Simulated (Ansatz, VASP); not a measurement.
## SnSe: VASP beside Ansatz

```
Sn Se
1.0
     4.22201    4.22201    0.00000
     4.22201   -4.22201    0.00000
     0.00000    0.00000   -5.97110
Sn Se
4 4
Direct
  0.75000 0.75000 0.74991
  0.25000 0.25000 0.74991
  0.25000 0.75000 0.25009
  0.75000 0.25000 0.25009
  0.25000 0.25000 0.25006
  0.75000 0.75000 0.25006
  0.75000 0.25000 0.74994
  0.25000 0.75000 0.74994
```

Alike in both runs: task single point; functional PBE; dispersion D3(BJ); k mesh 4 × 4 × 4; occupations gaussian, width 0.03 eV; no spin polarisation.

|  | VASP | Ansatz |
| --- | --- | --- |
| version | VASP 6.6.1 | Ansatz 0.2.0 |
| potentials or method | VASP PAW PBE potentials, release 64 (Sn_d, Se), cutoff 520 eV | scalar-relativistic, plane waves, PAW |
| valence electrons in the cell | 80 | 120 |

```csv
,VASP,Ansatz,Ansatz less VASP
gap on the k mesh at the Fermi level (eV),0.69,0.69,-0.001
least direct gap on the mesh (eV),0.69,0.69,-0.001
pressure (GPa),-0.1,-0.1,-0.01
```

VASP's potentials hold 80 valence electrons a cell and Ansatz's 120, so a difference there can come from the potentials and not from the codes.
